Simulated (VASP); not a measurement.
# SnO2 (Pnnm) in VASP: further runs, part 2 of 2

VASP 6.6.1. Earlier steps stand in the parts before.

**4. Single point, LDA**

This run uses another cell than the first one, of 11.86 Å³/atom.

The input, INCAR:

```
SYSTEM = SnO2
ALGO     = Normal         ! electronic algorithm
EDIFF    = 1E-6           ! SCF threshold, eV
ENCUT    = 520            ! plane-wave cutoff, eV
GGA      = CA             ! functional
ISIF     = 2              ! what is computed and relaxed
ISMEAR   = 0              ! smearing method
LASPH    = .TRUE.         ! aspherical terms in the spheres
LCHARG   = .TRUE.         ! write CHGCAR
LELF     = .TRUE.         ! ELF
LREAL    = .FALSE.        ! projectors in reciprocal space
LVHAR    = .TRUE.       
LWAVE    = .FALSE.        ! write WAVECAR
NBANDS   = 35             ! bands
NELM     = 100            ! most SCF steps
PREC     = Accurate       ! precision mode
SIGMA    = 0.02           ! smearing width, eV
```

The input, KPOINTS:

```
k-points
0
G
  6 6 8
  0 0 0
```

The input, POSCAR:

```
SnO2
1.0
    4.7212714739      0.0000000000      0.0000000000
    0.0000000000      4.7242464798      0.0000000000
    0.0000000000      0.0000000000      3.1900193994
Sn O
2 4
Direct
    0.5000000000      0.5000000000      0.5000000000
    0.0000000000      0.0000000000      0.0000000000
    0.3055669673      0.3065721204      0.0000000000
    0.8055669673      0.1934278796      0.5000000000
    0.1944330327      0.8065721204      0.5000000000
    0.6944330327      0.6934278796      0.0000000000
```

Potentials or basis: VASP PAW LDA potentials, release 64 (Sn_d, O).

On the command line:

```console
$ cat potpaw_LDA.64/Sn_d/POTCAR potpaw_LDA.64/O/POTCAR > POTCAR
$ mpirun -np 1 vasp_std > vasp.out
```

OUTCAR:

```text
SYSTEM = SnO2
   EDIFF = 1E-6
   ENCUT = 520
   GGA = CA
   ISIF = 2
   ISMEAR = 0
   LASPH = .TRUE.
   LREAL = .FALSE.
   NELM = 100
   PREC = Accurate

 ion  position               nearest neighbor table
   1  0.500  0.500  0.500-   4 2.04   5 2.04   3 2.05   6 2.05   3 2.05   6 2.05   2 3.70   2 3.70
                             2 3.70   2 3.70   2 3.70   2 3.70   2 3.70   2 3.70
   2  0.000  0.000  0.000-   3 2.04   6 2.04   5 2.05   4 2.05   4 2.05   5 2.05   1 3.70   1 3.70
                             1 3.70   1 3.70   1 3.70   1 3.70   1 3.70   1 3.70
   3  0.306  0.307  0.000-   2 2.04   1 2.05   1 2.05
   4  0.806  0.193  0.500-   1 2.04   2 2.05   2 2.05
   5  0.194  0.807  0.500-   1 2.04   2 2.05   2 2.05
   6  0.694  0.693  0.000-   2 2.04   1 2.05   1 2.05

  LATTYP: Found a simple orthorhombic cell.
 ALAT       =     3.1900193994
 B/A-ratio  =     1.4800134052
 C/A-ratio  =     1.4809460032

  Lattice vectors:

 A1 = (   0.0000000000,   0.0000000000,   3.1900193994)
 A2 = (   4.7212714739,   0.0000000000,   0.0000000000)
 A3 = (   0.0000000000,   4.7242464798,   0.0000000000)

Analysis of symmetry for initial positions (statically):
=====================================================================
 Subroutine PRICEL returns:
 Original cell was already a primitive cell.

 Routine SETGRP: Setting up the symmetry group for a
 simple orthorhombic supercell.

 Subroutine GETGRP returns: Found  8 space group operations
 (whereof  4 operations were pure point group operations)
 out of a pool of  8 trial point group operations.

The static configuration has the point symmetry C_2h.
 The point group associated with its full space group is D_2h.

Analysis of symmetry for dynamics (positions and initial velocities):
=====================================================================
 Subroutine PRICEL returns:
 Original cell was already a primitive cell.

 Routine SETGRP: Setting up the symmetry group for a
[... 131 lines left out ...]
   EFERMI_NEDOS =   21; number of points for ismear=-14 and -15
   IALGO  =     38    algorithm
   IMIX   =      4    mixing-type and parameters
     AMIX     =   0.40;   BMIX     =  1.00
     AMIX_MAG =   1.60;   BMIX_MAG =  1.00
  volume/ion in A,a.u.               =      11.86        80.03
  Fermi-wavevector in a.u.,A,eV,Ry     =   1.474623  2.786633 29.586045  2.174513
  Thomas-Fermi vector in A             =   2.589372
   LORBIT       =      0    0 simple, 1 ext, 2 COOP (PROOUT), +10 PAW based schemes
   GGA     = CA    functional components
   LHFCALC =     F    Hartree Fock is set to
   AEXX    =    0.0000 exact exchange contribution
   IVDW    =     0    specifies the selected vdW correction
   LEPSILON=     F    determine dielectric tensor
   LRPA    =     F    only Hartree local field effects (RPA)
 non-spin polarized calculation
 Gauss-broadening in eV      SIGMA  =   0.02
  energy-cutoff  :      520.00
  volume of cell :       71.15
 maximum number of plane-waves:      1944
 NGX is ok and might be reduce to    36
   NGX = 17   NGY = 17   NGZ = 11

 number of electron      51.9999988 magnetization

 Free energy of the ion-electron system (eV)
  ---------------------------------------------------
  ext. energy  EPLUGINS =         0.00000000
  ---------------------------------------------------
  free energy    TOTEN  =       -42.27985926 eV

  energy without entropy =      -42.27985926  energy(sigma->0) =      -42.27985926

 E-fermi :   6.0158     XC(G=0): -11.8307

 val. band max:        5.9337975140   @ k =   0.0000   0.0000   0.0000
 cond. band min:       7.1300599119   @ k =   0.0000   0.0000   0.0000
 fundamental gap:      1.1962623978
 Fermi energy:         6.0157803512

 k-point     1 :       0.0000    0.0000    0.0000
  band No.  band energies     occupation
      1     -15.0841      2.00000
      2     -14.3043      2.00000
      3     -14.0292      2.00000
      4     -14.0102      2.00000
      5     -14.0101      2.00000
      6     -13.9321      2.00000
[... 901 lines left out ...]
     34      18.0309      0.00000
     35      18.2254      0.00000

 [... further k-points ...]
[... 5 lines left out ...]
  --------------------------------------------------------------------------------------
  -------------------------------------------------------------------------------------
  Total        0.4062337      0.4010988      0.6284310      0.0000000      0.0000000      0.0000000
  in kB        9.1474850      9.0318582     14.1508758      0.0000000      0.0000000      0.0000000
  external PRESSURE =      10.7767397 kB  Pullay stress =       0.0000000 kB

 VOLUME and BASIS-vectors are now :
 -----------------------------------------------------------------------------
  energy-cutoff  :      520.00
  volume of cell :       71.15
      direct lattice vectors                 reciprocal lattice vectors
     4.721271474  0.000000000  0.000000000     0.211807350  0.000000000  0.000000000
     0.000000000  4.724246480  0.000000000     0.000000000  0.211673968  0.000000000
     0.000000000  0.000000000  3.190019399     0.000000000  0.000000000  0.313477717

 POSITION                                       TOTAL-FORCE (eV/Angst)
 -----------------------------------------------------------------------------------
      2.36064      2.36212      1.59501         0.000000      0.000000      0.000000
      0.00000      0.00000      0.00000         0.000000      0.000000      0.000000
      1.44266      1.44832      0.00000        -0.014488     -0.016485      0.000000
      3.80330      0.91380      1.59501        -0.014488      0.016485      0.000000
      0.91797      3.81045      1.59501         0.014488     -0.016485     -0.000000
      3.27861      3.27592      0.00000         0.014488      0.016485     -0.000000
 -----------------------------------------------------------------------------------
    total drift:                                0.000000      0.000000     -0.000000

  FREE ENERGIE OF THE ION-ELECTRON SYSTEM (eV)
  ---------------------------------------------------
  free  energy   TOTEN  =       -42.2798592577 eV

  energy  without entropy=      -42.2798592577  energy(sigma->0) =      -42.27985926
```

OSZICAR:

```text
N       E                     dE             d eps       ncg     rms          rms(c)
DAV:   1     0.623927027133E+03    0.62393E+03   -0.25648E+04  6236   0.234E+03
DAV:   2     0.519246929986E+02   -0.57200E+03   -0.53933E+03  5968   0.611E+02
DAV:   3    -0.433797798037E+02   -0.95304E+02   -0.93731E+02  6114   0.208E+02
DAV:   4    -0.483270364070E+02   -0.49473E+01   -0.49128E+01  7042   0.508E+01
DAV:   5    -0.484572749081E+02   -0.13024E+00   -0.13005E+00  7022   0.875E+00    0.159E+01
DAV:   6    -0.423471052184E+02    0.61102E+01   -0.16866E+01  8941   0.644E+01    0.642E+00
DAV:   7    -0.423737480062E+02   -0.26643E-01   -0.19645E+00  6492   0.789E+00    0.320E+00
DAV:   8    -0.422942919873E+02    0.79456E-01   -0.21075E-01  8679   0.423E+00    0.722E-01
DAV:   9    -0.422797287203E+02    0.14563E-01   -0.32247E-02  9284   0.302E+00    0.129E-01
DAV:  10    -0.422798445441E+02   -0.11582E-03   -0.33261E-03  7404   0.460E-01    0.495E-02
DAV:  11    -0.422798588833E+02   -0.14339E-04   -0.13519E-04  9039   0.126E-01    0.215E-02
DAV:  12    -0.422798619165E+02   -0.30332E-05   -0.14127E-05  6667   0.257E-02    0.136E-02
DAV:  13    -0.422798591864E+02    0.27301E-05   -0.86787E-06  6929   0.429E-02    0.150E-03
DAV:  14    -0.422798592577E+02   -0.71345E-07   -0.79173E-07  3667   0.755E-03
   1 F= -.42279859E+02 E0= -.42279859E+02  d E =-.197528E-11
```

stdout:

```text
POSCAR found type information on POSCAR SnO
 POSCAR found :  2 types and       6 ions
 scaLAPACK will be used
 LDA part: xc-table for (Slater(with rela. corr.)+CA(PZ))
 , standard interpolation
 POSCAR, INCAR and KPOINTS ok, starting setup
 FFT: planning ... GRIDC
 FFT: planning ... GRID_SOFT
 FFT: planning ... GRID
 WAVECAR not read
 entering main loop
```

Run time: 4.1 min. Hardware: 1 thread of Intel Xeon 8259CL, shared host; peak memory 0.26 GiB.

What came out:

| Item | Value |
| --- | --- |
| Free energy | -42.2799 eV |
| Pressure | 1.1 GPa |
| Largest force | 0.022 eV/Å |
| Band gap on the k mesh | 1.20 eV |

Forces on the atoms (eV/Å):
```
Sn   0.000  0.000  0.000
Sn   0.000  0.000  0.000
O   -0.014 -0.016  0.000
O   -0.014  0.016  0.000
O    0.014 -0.016  0.000
O    0.014  0.016  0.000
```

Caveat: spin-orbit coupling is left out, which moves the levels of the heavy elements.
